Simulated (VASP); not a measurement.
Hf2MnS3: relaxation of cell and atoms with PBE

The system is Hf2MnS3.

```
Hf Mn S
1.0
     4.29505    0.00000    0.00000
    -2.14752    3.71962    0.00000
     0.00000    0.00000    8.57985
Hf Mn S
2 1 3
Direct
  0.33333 0.66667 0.50000
  0.66667 0.33333 0.00000
  0.00000 0.00000 0.50000
  0.00000 0.00000 0.23271
  0.00000 0.00000 0.76729
  0.00000 0.00000 0.00000
```

```yaml
Program: VASP 6.6.1
Task: relaxation of cell and atoms
Functional: PBE
Potentials_or_basis: VASP PAW PBE potentials, release 64 (Hf_pv, Mn_pv, S)
Cutoff: 600 eV
k_mesh: 4 × 4 × 2
Occupations: gaussian, width 0.2 eV
Spin: collinear spin, ferromagnetic start
Starting_moments: "[0.0, 0.0, 4.0, 0.0, 0.0, 0.0] μB"
Dipole_correction: no
Further_INCAR_settings: ALGO = Normal; EDIFF = 1e-06; IBRION = 2; EDIFFG = -0.08; NSW = 36; ISIF = 3
```

| Item | Value |
| --- | --- |
| Relaxed volume | 26.05 Å³/atom |
| Relaxed cell | a = 4.139 Å, b = 4.139 Å, c = 10.533 Å, α = 90.00°, β = 90.00°, γ = 120.00° |
| Space group after relaxing (to 0.05 Å) | P-6m2 (No. 187) |
| Energy gained by relaxing | 542.6 meV/atom |
| Ionic steps | 10 |
| Pressure after relaxing | 0.3 GPa |
| Largest force after relaxing | 0.079 eV/Å |
| Net moment | 0.00 μB per cell |
| Valence electrons inside the program's atomic spheres | Hf 8.26, 8.24; Mn 12.38; S 3.65, 3.81 |

Forces in eV/Å, atoms in the order of the input:
```
Hf   0.000  0.000  0.000
Hf   0.000  0.000  0.000
Mn   0.000  0.000  0.000
S    0.000  0.000  0.079
S    0.000  0.000 -0.079
S    0.000  0.000  0.000
```

Stress tensor (GPa, compression positive):
```
0.43 0.00 0.00
0.00 0.43 0.00
0.00 0.00 0.02
```

Step by step:
```
step  energy change (eV)  largest force (eV/Å)  pressure (GPa)  volume (Å³)
   1              0.0000                5.4562           -0.41       137.07
   2             -2.0466                1.8834            1.69       135.07
   3             -2.2108                2.0321            4.18       134.43
   4             -2.3837                1.6158            8.86       132.95
   5             -3.1669                0.4813           -1.20       160.70
   6             -3.2204                0.0242            0.05       154.43
   7             -3.2446                0.4646           -0.82       157.61
   8             -3.2455                0.3902           -0.69       157.07
   9             -3.2542                0.0374            0.68       156.01
  10             -3.2556                0.0790            0.29       156.29
```

Final structure:
```yaml
crystal:
  lattice:
    - [4.13928, 0.00000, 0.00000]
    - [-2.06964, 3.58472, 0.00000]
    - [0.00000, 0.00000, 10.53314]
  atoms:
    - { symbol: Hf, position: [0.33333, 0.66667, 0.50000] }
    - { symbol: Hf, position: [0.66667, 0.33333, 0.00000] }
    - { symbol: Mn, position: [0.00000, 0.00000, 0.50000] }
    - { symbol: S, position: [0.00000, 0.00000, 0.30384] }
    - { symbol: S, position: [0.00000, 0.00000, 0.69616] }
    - { symbol: S, position: [0.00000, 0.00000, 0.00000] }
```

Levels at points of the mesh, in eV from the Fermi level:
Spin up:
| k point | band 21 | band 22 | band 23 | band 24 | band 25 | band 26 | band 27 | band 28 | band 29 | band 30 |
| --- | --- | --- | --- | --- | --- | --- | --- | --- | --- | --- |
| (0.00, 0.00, 0.00) | -2.33 | -1.68 | -0.46 | -0.46 | 0.03 | 0.47 | 0.47 | 1.10 | 1.12 | 1.12 |
| (0.50, 0.00, 0.00) | -2.29 | -2.06 | -1.58 | -1.38 | -0.19 | 0.00 | 0.11 | 0.19 | 0.72 | 0.98 |
| (0.00, 0.00, 0.50) | -2.35 | -2.35 | -0.46 | -0.46 | 0.31 | 0.58 | 0.58 | 0.95 | 0.95 | 1.03 |
| (0.50, 0.00, 0.50) | -2.42 | -2.30 | -1.57 | -1.39 | -0.33 | 0.03 | 0.40 | 0.42 | 0.66 | 0.94 |
Spin down:
```tsv
k point	band 22	band 23	band 24	band 25	band 26	band 27	band 28	band 29
(0.00, 0.00, 0.00)	-1.68	-0.46	-0.46	0.03	0.47	0.47	1.10	1.12
(0.50, 0.00, 0.00)	-2.06	-1.58	-1.38	-0.19	0.00	0.11	0.19	0.72
(0.00, 0.00, 0.50)	-2.35	-0.46	-0.46	0.31	0.58	0.58	0.95	0.95
(0.50, 0.00, 0.50)	-2.30	-1.57	-1.39	-0.33	0.03	0.40	0.42	0.66
```

Wall time 22 min on 1 thread of Intel(R) Xeon(R) Platinum 8259CL CPU @ 2.50GHz (Skylake/Cascade Lake), with other jobs on the host, peak memory 0.41 GiB.

Caveat: the k points lie up to 0.44 Å⁻¹ apart in the final cell; the starting moments collapsed, and a magnetic state may lie lower; spin-orbit coupling is left out, which moves the levels of the heavy elements; this functional lacks dispersion, which binds the layers, so the pressure and a relaxed spacing across them are unreliable; semilocal functionals often make such compounds metallic where correlation or magnetic order opens a gap, which also shifts bond lengths; the relaxation stopped at a loose force limit of 0.08 eV/Å, so its end isn't a converged minimum. With open d or f shells a metallic result of PBE can be an artefact of self-interaction; +U or a hybrid may open a gap.
